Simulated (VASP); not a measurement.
# CdS (F-43m) in VASP: notebook, part 2 of 2

VASP 6.6.1.

**5. Relaxation of cell and atoms, r2SCAN**

Input file POSCAR:

```
CdS
1.0
    0.0000000000      2.9628947234      2.9628947234
    2.9628947234      0.0000000000      2.9628947234
    2.9628947234      2.9628947234      0.0000000000
Cd S
1 1
Direct
    0.0000000000      0.0000000000      0.0000000000
    0.2500000000      0.2500000000      0.2500000000
```

Input file INCAR.step1:

```
ALGO = Normal
EDIFF = 1E-4
ENCUT = 600
GGA = PE
ISMEAR = -1
LASPH = True
LCHARG = False
LREAL = False
LWAVE = True
NELM = 60
PREC = Accurate
SIGMA = 0.02
```

Input file INCAR.step2:

```
ALGO = Normal
EDIFF = 1E-7
EDIFFG = -0.005
ENCUT = 600
IBRION = 2
ISIF = 3
ISMEAR = -1
ISTART = 1
LASPH = True
LCHARG = False
LMIXTAU = True
LREAL = False
LWAVE = False
METAGGA = R2SCAN
NELM = 60
NSW = 80
PREC = Accurate
SIGMA = 0.02
```

Input file KPOINTS:

```
k-points
0
Gamma
  6 6 6
```

Potentials or basis: VASP PAW PBE potentials, release 64 (Cd, S).

On the command line:

```sh
> cat potpaw_PBE.64/Cd/POTCAR potpaw_PBE.64/S/POTCAR > POTCAR
> cp INCAR.step1 INCAR
> mpirun -np 1 vasp_std > vasp.out
> cp INCAR.step2 INCAR
> mpirun -np 1 vasp_std > vasp.out
```

OUTCAR:

```text
EDIFF = 1E-7
   EDIFFG = -0.005
   ENCUT = 600
   IBRION = 2
   ISIF = 3
   ISMEAR = -1
   ISTART = 1
   LASPH = True
   LREAL = False
   METAGGA = R2SCAN
   NELM = 60
   NSW = 80
   PREC = Accurate

 ion  position               nearest neighbor table
   1  0.000  0.000  0.000-   2 2.57   2 2.57   2 2.57   2 2.57
   2  0.250  0.250  0.250-   1 2.57   1 2.57   1 2.57   1 2.57

  LATTYP: Found a face centered cubic cell.
 ALAT       =     5.9257894468

  Lattice vectors:

 A1 = (   0.0000000000,   2.9628947234,   2.9628947234)
 A2 = (   2.9628947234,   0.0000000000,   2.9628947234)
 A3 = (   2.9628947234,   2.9628947234,   0.0000000000)

Analysis of symmetry for initial positions (statically):
=====================================================================
 Subroutine PRICEL returns:
 Original cell was already a primitive cell.

 Routine SETGRP: Setting up the symmetry group for a
 face centered cubic supercell.

 Subroutine GETGRP returns: Found 24 space group operations
 (whereof 24 operations were pure point group operations)
 out of a pool of 48 trial point group operations.

The static configuration has the point symmetry T_d .

Analysis of symmetry for dynamics (positions and initial velocities):
=====================================================================
 Subroutine PRICEL returns:
 Original cell was already a primitive cell.

 Routine SETGRP: Setting up the symmetry group for a
 face centered cubic supercell.

 Subroutine GETGRP returns: Found 24 space group operations
 (whereof 24 operations were pure point group operations)
 out of a pool of 48 trial point group operations.

The dynamic configuration has the point symmetry T_d .

 Subroutine INISYM returns: Found 24 space group operations
 (whereof 24 operations are pure point group operations),
 and found     1 'primitive' translations

----------------------------------------------------------------------------------------

[... 97 lines left out ...]
   EFERMI =   0.00;   METHOD = LEGACY
   ISMEAR =    -1;   SIGMA  =   0.02  broadening in eV -4-tet -1-fermi 0-gaus
   EFERMI_NEDOS =   21; number of points for ismear=-14 and -15
   IALGO  =     38    algorithm
   IMIX   =      4    mixing-type and parameters
     AMIX     =   0.40;   BMIX     =  1.00
     AMIX_MAG =   1.60;   BMIX_MAG =  1.00
  volume/ion in A,a.u.               =      26.01       175.53
  Fermi-wavevector in a.u.,A,eV,Ry     =   1.149316  2.171892 17.972306  1.320927
  Thomas-Fermi vector in A             =   2.285986
   LORBIT       =      0    0 simple, 1 ext, 2 COOP (PROOUT), +10 PAW based schemes
   METAGGA = R2SCAN    functional components
   LHFCALC =     F    Hartree Fock is set to
   AEXX    =    0.0000 exact exchange contribution
   IVDW    =     0    specifies the selected vdW correction
   LEPSILON=     F    determine dielectric tensor
   LRPA    =     F    only Hartree local field effects (RPA)
 conjugate gradient relaxation of ions
 non-spin polarized calculation
  energy-cutoff  :      600.00
  volume of cell :       52.02
 maximum number of plane-waves:      1807
 NGX is ok and might be reduce to    36
   NGX = 17   NGY = 17   NGZ = 17

--------------------------------------- Ionic step        1  -------------------------------------------

 number of electron      17.9999999 magnetization

 Free energy of the ion-electron system (eV)
  ---------------------------------------------------
  ext. energy  EPLUGINS =         0.00000000
  ---------------------------------------------------
  free energy    TOTEN  =       -29.68134649 eV

  energy without entropy =      -29.68134649  energy(sigma->0) =      -29.68134649

------------------------ aborting loop because EDIFF is reached ----------------------------------------

  FORCE on cell =-STRESS in cart. coord.  units (eV):
  Direction    XX          YY          ZZ          XY          YZ          ZX
  --------------------------------------------------------------------------------------
  -------------------------------------------------------------------------------------
  Total       -0.3750684     -0.3750684     -0.3750684      0.0000000     -0.0000000      0.0000000
  in kB      -11.5516062    -11.5516062    -11.5516062      0.0000000     -0.0000000      0.0000000
  external PRESSURE =     -11.5516062 kB  Pullay stress =       0.0000000 kB
[... 59 lines left out ...]
--------------------------------------- Ionic step        3  -------------------------------------------

 number of electron      17.9999999 magnetization

 Free energy of the ion-electron system (eV)
  ---------------------------------------------------
  ext. energy  EPLUGINS =         0.00000000
  ---------------------------------------------------
  free energy    TOTEN  =       -29.68513214 eV

  energy without entropy =      -29.68513214  energy(sigma->0) =      -29.68513214

 E-fermi :   1.2164     XC(G=0):  -9.5985

 val. band max:        0.8199281290   @ k =   0.0000   0.0000   0.0000
 cond. band min:       2.3477856069   @ k =   0.0000   0.0000   0.0000
 fundamental gap:      1.5278574779
 Fermi energy:         1.2163602418

 k-point     1 :       0.0000    0.0000    0.0000
  band No.  band energies     occupation
      1     -11.8863      2.00000
      2      -7.0547      2.00000
      3      -7.0547      2.00000
      4      -7.0547      2.00000
      5      -6.5802      2.00000
      6      -6.5802      2.00000
      7       0.8199      2.00000
      8       0.8199      2.00000
      9       0.8199      2.00000
     10       2.3478      0.00000
     11       7.8985      0.00000
     12       7.8985      0.00000
     13       7.8985      0.00000
[... 267 lines left out ...]
  FREE ENERGIE OF THE ION-ELECTRON SYSTEM (eV)
  ---------------------------------------------------
  free  energy   TOTEN  =       -29.6851321435 eV

  energy  without entropy=      -29.6851321435  energy(sigma->0) =      -29.68513214

 reached required accuracy - stopping structural energy minimisation
```

OSZICAR.step1:

```text
N       E                     dE             d eps       ncg     rms          rms(c)
DAV:   1     0.120824934647E+03    0.12082E+03   -0.97764E+03   416   0.140E+03
DAV:   2    -0.113944380873E+01   -0.12196E+03   -0.11629E+03   476   0.310E+02
DAV:   3    -0.665750007034E+01   -0.55181E+01   -0.55039E+01   511   0.688E+01
DAV:   4    -0.669875880087E+01   -0.41259E-01   -0.41253E-01   456   0.596E+00
DAV:   5    -0.669937589825E+01   -0.61710E-03   -0.61709E-03   501   0.702E-01    0.732E+00
DAV:   6    -0.616182172695E+01    0.53755E+00   -0.10687E+00   575   0.138E+01    0.592E+00
DAV:   7    -0.614462195339E+01    0.17200E-01   -0.20452E-01   431   0.362E+00    0.304E+00
DAV:   8    -0.614484318343E+01   -0.22123E-03   -0.19424E-02   431   0.210E+00    0.271E-01
DAV:   9    -0.614463957333E+01    0.20361E-03   -0.27502E-03   481   0.855E-01    0.725E-02
DAV:  10    -0.614481065056E+01   -0.17108E-03   -0.31298E-04   426   0.182E-01    0.839E-02
DAV:  11    -0.614490052278E+01   -0.89872E-04   -0.14586E-04   378   0.135E-01
   1 F= -.61449005E+01 E0= -.61449005E+01  d E =-.259882E-11
```

Run time: 5.8 min. Hardware: 1 thread of AMD EPYC 7R13, shared host; peak memory 0.2 GiB.

Results:

| Property | Result |
| --- | --- |
| Free energy | -29.6851 eV |
| Relaxed volume | 25.50 Å³/atom |
| Relaxed cell | a = 4.162 Å, b = 4.162 Å, c = 4.162 Å, α = 60.00°, β = 60.00°, γ = 60.00° |
| Space group after relaxing (to 0.05 Å) | F-43m (No. 216) |
| Energy gained by relaxing | 1.9 meV/atom |
| Ionic steps | 3 |
| Pressure after relaxing | 0.0 GPa |
| Band gap on the k mesh | 1.53 eV, direct |

The path:
```
step  energy change (eV)  largest force (eV/Å)  pressure (GPa)  volume (Å³)
   1              0.0000                0.0000           -1.16        52.02
   2             -0.0033                0.0000            0.45        50.62
   3             -0.0038                0.0000            0.01        50.99
```

Final structure:
```yaml
crystal:
  lattice:
    - [0.00000, 2.94321, 2.94321]
    - [2.94321, 0.00000, 2.94321]
    - [2.94321, 2.94321, 0.00000]
  atoms:
    - { symbol: Cd, position: [0.00000, 0.00000, 0.00000] }
    - { symbol: S, position: [0.25000, 0.25000, 0.25000] }
```

Levels at points of the mesh, in eV from the valence-band top:
```tsv
k point	band 5	band 6	band 7	band 8	band 9	band 10	band 11	band 12	band 13
(0.00, 0.00, 0.00)	-7.40	-7.40	0.00	0.00	0.00	1.53	7.08	7.08	7.08
(0.50, 0.00, 0.00)	-7.36	-7.04	-4.30	-0.73	-0.73	3.43	7.48	7.48	7.81
(0.50, 0.50, 0.00)	-7.32	-6.97	-3.86	-1.83	-1.83	3.88	4.72	9.67	11.38
```

Caveat: the PAW data sets were made with another functional, which shifts forces and pressure a little.

**6. Summary**

| level | potentials or basis | cell | k mesh | gap on the mesh (eV) | pressure (GPa) | relaxed volume (Å³/atom) |
| --- | --- | --- | --- | --- | --- | --- |
| PBEsol | VASP PAW PBE potentials, release 64 (Cd, S) | relaxed from a = 4.190 Å, angles 60.0°, 2 atoms | 6 × 6 × 6 | 1.00 | 0.0 | 24.84 |
| LDA | VASP PAW LDA potentials, release 64 (Cd, S) | relaxed from a = 4.190 Å, angles 60.0°, 2 atoms | 6 × 6 × 6 | 0.96 | 0.0 | 24.03 |
| PBE | VASP PAW PBE potentials, release 64 (Cd, S) | relaxed from a = 4.162 Å, angles 60.0°, 2 atoms | 8 × 8 × 8 | 1.03 | 0.0 | 26.15 |
| r2SCAN | VASP PAW PBE potentials, release 64 (Cd, S) | relaxed from a = 4.190 Å, angles 60.0°, 2 atoms | 6 × 6 × 6 | 1.53 | 0.0 | 25.50 |

Alike in all rows: task relaxation of cell and atoms; no spin polarisation; cutoff (eV) 600; smearing fermi-dirac 0.02 eV.

Caveats: the PAW data sets were made with another functional, which shifts forces and pressure a little (some runs).

Absolute energies hang on the potentials; compare differences alone.
